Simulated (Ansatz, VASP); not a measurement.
**Two plane-wave programs on ZrC**

```
Zr C
1.0
     0.00000    2.35643    2.35643
     2.35643    0.00000    2.35643
     2.35643    2.35643    0.00000
Zr C
1 1
Cartesian
  0.0000 0.0000 0.0000
  2.3564 2.3564 2.3564
```

Alike in both runs: task relaxation of cell and atoms; functional PBE; dispersion D3(BJ); k mesh 6 × 6 × 6; occupations gaussian, width 0.1 eV; no spin polarisation.

|  | VASP | Ansatz |
| --- | --- | --- |
| version | VASP 6.6.1 | Ansatz 0.2.0 |
| potentials or method | VASP PAW PBE potentials, release 64 (Zr_sv, C), cutoff 600 eV | scalar-relativistic, plane waves, PAW |
| valence electrons in the cell | 16 | 16 |

```tsv
	VASP	Ansatz	Ansatz less VASP
gap on the k mesh at the Fermi level, each at its own relaxed structure (eV)	none	none	-
relaxed volume (Å³/atom)	12.77	12.77	0.000
relaxed cell length with the largest relative difference (Å)	3.306	3.306	0.0000
```

A gap of «none» marks a metal or a gap that the smearing closes.

The k mesh is coarse, so the values compare programs but aren't converged.
